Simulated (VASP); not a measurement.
# Cs2B (Fd-3m) in VASP: relaxation of cell and atoms with PBE

Aim: the relaxation of cell and atoms of Cs2B with PBE.

All numbers are computed with VASP 6.6.1; they aren't measurements. Logs are shortened: lines on timing, memory, paths and dates and some standing lists are left out, and cuts for length are marked.

**1. The cell of the first run**

It takes space group Fd-3m (No. 227, cubic). The conventional cell has a = 10.374 Å, b = 10.374 Å, c = 10.374 Å, α = 90.00°, β = 90.00°, γ = 90.00°. Within 4.8 Å of Cs (site symmetry -3m) lie 6 Cs at 3.67 Å and 6 B at 4.30 Å. Within 5.6 Å of B (site symmetry -43m) lie 12 Cs at 4.30 Å and 4 B at 4.49 Å.

**2. Relaxation of cell and atoms, PBE**

The input, INCAR:

```
PREC = Accurate
ENCUT = 600
EDIFF = 1E-6
ISMEAR = 0
SIGMA = 0.1
LREAL = False
LASPH = True
NELM = 80
ALGO = Fast
ISIF = 3
LWAVE = False
LCHARG = False
GGA = PE
IBRION = 2
NSW = 100
EDIFFG = -0.01
```

The input, KPOINTS:

```
Automatic mesh
0
Gamma
  6 6 6
```

The input, POSCAR:

```
Cs2B
1.0
    0.0000000000      5.1869330077      5.1869330077
    5.1869330077      0.0000000000      5.1869330077
    5.1869330077      5.1869330077      0.0000000000
Cs B
4 2
Direct
    0.1250000000      0.1250000000      0.1250000000
    0.6250000000      0.1250000000      0.1250000000
    0.1250000000      0.1250000000      0.6250000000
    0.1250000000      0.6250000000      0.1250000000
    0.5000000000      0.5000000000      0.5000000000
    0.7500000000      0.7500000000      0.7500000000
```

Potentials or basis: VASP PAW PBE potentials, release 64 (Cs_sv, B).

Started as:

```bash
$ cat potpaw_PBE.64/Cs_sv/POTCAR potpaw_PBE.64/B/POTCAR > POTCAR
$ mpirun -np 1 vasp_std > vasp.out
```

OUTCAR:

```text
PREC = Accurate
   ENCUT = 600
   EDIFF = 1E-6
   ISMEAR = 0
   LREAL = False
   LASPH = True
   NELM = 80
   ISIF = 3
   GGA = PE
   IBRION = 2
   NSW = 100
   EDIFFG = -0.01

 ion  position               nearest neighbor table
   1  0.125  0.125  0.125-
   2  0.625  0.125  0.125-
   3  0.125  0.125  0.625-
   4  0.125  0.625  0.125-
   5  0.500  0.500  0.500-
   6  0.750  0.750  0.750-

  LATTYP: Found a face centered cubic cell.
 ALAT       =    10.3738660154

  Lattice vectors:

 A1 = (   0.0000000000,   5.1869330077,   5.1869330077)
 A2 = (   5.1869330077,   0.0000000000,   5.1869330077)
 A3 = (   5.1869330077,   5.1869330077,   0.0000000000)

Analysis of symmetry for initial positions (statically):
=====================================================================
 Subroutine PRICEL returns:
 Original cell was already a primitive cell.

 Routine SETGRP: Setting up the symmetry group for a
 face centered cubic supercell.

 Subroutine GETGRP returns: Found 48 space group operations
 (whereof 24 operations were pure point group operations)
 out of a pool of 48 trial point group operations.

The static configuration has the point symmetry T_d .
 The point group associated with its full space group is O_h .

Analysis of symmetry for dynamics (positions and initial velocities):
=====================================================================
 Subroutine PRICEL returns:
 Original cell was already a primitive cell.

 Routine SETGRP: Setting up the symmetry group for a
 face centered cubic supercell.

 Subroutine GETGRP returns: Found 48 space group operations
 (whereof 24 operations were pure point group operations)
 out of a pool of 48 trial point group operations.

The dynamic configuration has the point symmetry T_d .
 The point group associated with its full space group is O_h .

 Subroutine INISYM returns: Found 48 space group operations
 (whereof 24 operations are pure point group operations),
 and found     1 'primitive' translations

----------------------------------------------------------------------------------------

                                     Primitive cell

  volume of cell :     279.1013

  direct lattice vectors                    reciprocal lattice vectors
     0.000000000  5.186933008  5.186933008    -0.096396078  0.096396078  0.096396078
     5.186933008  0.000000000  5.186933008     0.096396078 -0.096396078  0.096396078
     5.186933008  5.186933008  0.000000000     0.096396078  0.096396078 -0.096396078

  length of vectors
     7.335431007  7.335431007  7.335431007     0.166962905  0.166962905  0.166962905

  position of ions in fractional coordinates (direct lattice)
     0.125000000  0.125000000  0.125000000
     0.625000000  0.125000000  0.125000000
     0.125000000  0.125000000  0.625000000
     0.125000000  0.625000000  0.125000000
     0.500000000  0.500000000  0.500000000
     0.750000000  0.750000000  0.750000000

  ion indices of the primitive-cell ions
   primitive index   ion index
                 1           1
                 2           2
                 3           3
                 4           4
                 5           5
                 6           6

----------------------------------------------------------------------------------------

 KPOINTS: Automatic mesh

Automatic generation of k-mesh.
 Grid dimensions read from file:
 generate k-points for:    6    6    6

 Generating k-lattice:

  Cartesian coordinates                     Fractional coordinates (reciprocal lattice)
    -0.016066013  0.016066013  0.016066013     0.166666667  0.000000000  0.000000000
     0.016066013 -0.016066013  0.016066013     0.000000000  0.166666667  0.000000000
     0.016066013  0.016066013 -0.016066013     0.000000000  0.000000000  0.166666667

  Length of vectors
     0.027827151  0.027827151  0.027827151

  Shift w.r.t. Gamma in fractional coordinates (k-lattice)
     0.000000000  0.000000000  0.000000000

 Subroutine IBZKPT returns following result:
 ===========================================

 Found     16 irreducible k-points:

 Following reciprocal coordinates:
            Coordinates               Weight
  0.000000  0.000000  0.000000      1.000000
  0.166667  0.000000  0.000000      8.000000
  0.333333  0.000000  0.000000      8.000000
  0.500000  0.000000  0.000000      4.000000
  0.166667  0.166667  0.000000      6.000000
  0.333333  0.166667  0.000000     24.000000
[... 8 lines left out ...]
 -0.333333  0.333333  0.166667     24.000000
 -0.333333  0.500000  0.166667     12.000000
   k-points           NKPTS =     16   k-points in BZ     NKDIM =     16   number of bands    NBANDS=     25
   number of dos      NEDOS =    301   number of ions     NIONS =      6
   total plane-waves  NPLWV = 216000
   dimension x,y,z NGX =    60 NGY =   60 NGZ =   60
   dimension x,y,z NGXF=   120 NGYF=  120 NGZF=  120
   ions per type =               4   2
   NGX,Y,Z   is equivalent  to a cutoff of  13.60, 13.60, 13.60 a.u.
   NGXF,Y,Z  is equivalent  to a cutoff of  27.20, 27.20, 27.20 a.u.
 SYSTEM =  unknown system
   PREC   = accura    normal or accurate (medium, high low for compatibility)
   ISTART =      0    job   : 0-new  1-cont  2-samecut
   ICHARG =      2    charge: 1-file 2-atom 10-const
   ISPIN  =      1    spin polarized calculation?
   LNONCOLLINEAR =      F non collinear calculations
   LSORBIT =      F    spin-orbit coupling
   LASPH  =      T    aspherical Exc in radial PAW
   ENCUT  =  600.0 eV  44.10 Ry    6.64 a.u.  14.65 14.65 14.65*2*pi/ulx,y,z
   NELM   =     80;   NELMIN=  2; NELMDL= -5     # of ELM steps
   EDIFF  = 0.1E-05   stopping-criterion for ELM
   LREAL  =      F    real-space projection
   EDIFFG = -.1E-01   stopping-criterion for IOM
   NSW    =    100    number of steps for IOM
   IBRION =      2    ionic relax: 0-MD 1-quasi-New 2-CG
   NFREE  =      1    steps in history (QN), initial steepest desc. (CG)
   ISIF   =      3    stress and relaxation
   ISYM   =      2    0-nonsym 1-usesym 2-fastsym
   POTIM  = 0.5000    time-step for ionic-motion
   TEBEG  =    0.0;   TEEND  =   0.0 temperature during run
   PSTRESS=    0.0 pullay stress
   NELECT =      42.0000    total number of electrons
   NUPDOWN=      -1.0000    fix difference up-down
   EMIN   =  10.00;   EMAX   =-10.00  energy-range for DOS
   EFERMI =   0.00;   METHOD = LEGACY
   ISMEAR =     0;   SIGMA  =   0.10  broadening in eV -4-tet -1-fermi 0-gaus
   EFERMI_NEDOS =   21; number of points for ismear=-14 and -15
   IALGO  =     68    algorithm
   IMIX   =      4    mixing-type and parameters
     AMIX     =   0.40;   BMIX     =  1.00
     AMIX_MAG =   1.60;   BMIX_MAG =  1.00
  volume/ion in A,a.u.               =      46.52       313.91
  Fermi-wavevector in a.u.,A,eV,Ry     =   0.870771  1.645519 10.316511  0.758242
  Thomas-Fermi vector in A             =   1.989784
   LORBIT       =      0    0 simple, 1 ext, 2 COOP (PROOUT), +10 PAW based schemes
   GGA     = PE    functional components
   LHFCALC =     F    Hartree Fock is set to
   AEXX    =    0.0000 exact exchange contribution
   IVDW    =     0    specifies the selected vdW correction
   LEPSILON=     F    determine dielectric tensor
   LRPA    =     F    only Hartree local field effects (RPA)
 conjugate gradient relaxation of ions
 non-spin polarized calculation
 RMM-DIIS sequential band-by-band and
 Gauss-broadening in eV      SIGMA  =   0.10
  energy-cutoff  :      600.00
  volume of cell :      279.10
 maximum number of plane-waves:      9377
 NGX is ok and might be reduce to    60
   NGX = 29   NGY = 29   NGZ = 29

--------------------------------------- Ionic step        1  -------------------------------------------

 number of electron      42.0000001 magnetization

 Free energy of the ion-electron system (eV)
  ---------------------------------------------------
  ext. energy  EPLUGINS =         0.00000000
  ---------------------------------------------------
  free energy    TOTEN  =        -5.59877514 eV

  energy without entropy =       -5.56271487  energy(sigma->0) =       -5.58074500

------------------------ aborting loop because EDIFF is reached ----------------------------------------

  FORCE on cell =-STRESS in cart. coord.  units (eV):
  Direction    XX          YY          ZZ          XY          YZ          ZX
  --------------------------------------------------------------------------------------
  -------------------------------------------------------------------------------------
  Total        0.3808598      0.3808598      0.3808598     -0.0000000      0.0000000      0.0000000
  in kB        2.1863206      2.1863206      2.1863206     -0.0000000      0.0000000      0.0000000
  external PRESSURE =       2.1863206 kB  Pullay stress =       0.0000000 kB
[... 145 lines left out ...]
  energy  without entropy=       -5.5664342781  energy(sigma->0) =       -5.58795311

--------------------------------------- Ionic step        5  -------------------------------------------

 number of electron      41.9999995 magnetization

 Free energy of the ion-electron system (eV)
  ---------------------------------------------------
  ext. energy  EPLUGINS =         0.00000000
  ---------------------------------------------------
  free energy    TOTEN  =        -5.61064719 eV

  energy without entropy =       -5.56924789  energy(sigma->0) =       -5.58994754

 E-fermi :   1.6186     XC(G=0):  -7.1871

 val. band max:        1.5935295176   @ k =  -0.3333   0.3333   0.0000
 cond. band min:       1.6435216599   @ k =  -0.1667   0.1667   0.0000
 fundamental gap:      0.0499921423
 Fermi energy:         1.6185874691

 k-point     1 :       0.0000    0.0000    0.0000
  band No.  band energies     occupation
      1     -22.6538      2.00000
      2     -22.2891      2.00000
      3     -22.2891      2.00000
      4     -22.2891      2.00000
      5     -11.0174      2.00000
      6      -9.8459      2.00000
[... 470 lines left out ...]
  FREE ENERGIE OF THE ION-ELECTRON SYSTEM (eV)
  ---------------------------------------------------
  free  energy   TOTEN  =        -5.6106471902 eV

  energy  without entropy=       -5.5692478861  energy(sigma->0) =       -5.58994754

 reached required accuracy - stopping structural energy minimisation
```

It took 6.3 min on 1 thread of Intel Xeon 6975P-C (Granite Rapids), shared host; peak memory 0.59 GiB.

What came out:

```
Free energy                           : -5.6106 eV
Relaxed volume                        : 49.82 Å³/atom
Relaxed cell                          : a = 7.505 Å, b = 7.505 Å, c = 7.505 Å, α = 60.00°, β = 60.00°, γ = 60.00°
Space group after relaxing (to 0.1 Å) : Fd-3m (No. 227)
Energy gained by relaxing             : 2.0 meV/atom
Ionic steps                           : 5
Pressure after relaxing               : 0.0 GPa
Band gap on the k mesh                : zero (bands 21 and 22 overlap by 0.72 eV)
```

The path:
```csv
step,energy change (eV),largest force (eV/Å),pressure (GPa),volume (Å³)
1,0.0000,0.0000,0.22,279.10
2,-0.0032,0.0000,0.18,281.67
3,-0.0096,0.0000,0.08,289.48
4,-0.0107,0.0000,-0.05,305.54
5,-0.0119,0.0000,0.00,298.91
```

Final structure:
```
CELL_PARAMETERS angstrom
0.00000 5.30687 5.30687
5.30687 0.00000 5.30687
5.30687 5.30687 0.00000
ATOMIC_POSITIONS crystal
Cs 0.12500 0.12500 0.12500
Cs 0.62500 0.12500 0.12500
Cs 0.12500 0.12500 0.62500
Cs 0.12500 0.62500 0.12500
B 0.50000 0.50000 0.50000
B 0.75000 0.75000 0.75000
```

Levels at points of the mesh, in eV from the Fermi level:
```tsv
k point	band 19	band 20	band 21	band 22	band 23	band 24
(0.00, 0.00, 0.00)	-1.05	-0.54	-0.54	-0.54	0.75	0.75
(0.50, 0.00, 0.00)	-0.78	-0.11	-0.11	-0.05	0.47	0.47
(0.50, 0.50, 0.00)	-0.21	-0.21	-0.03	-0.03	0.48	0.48
```

Caveat: spin-orbit coupling is left out, which moves the levels of the heavy elements.
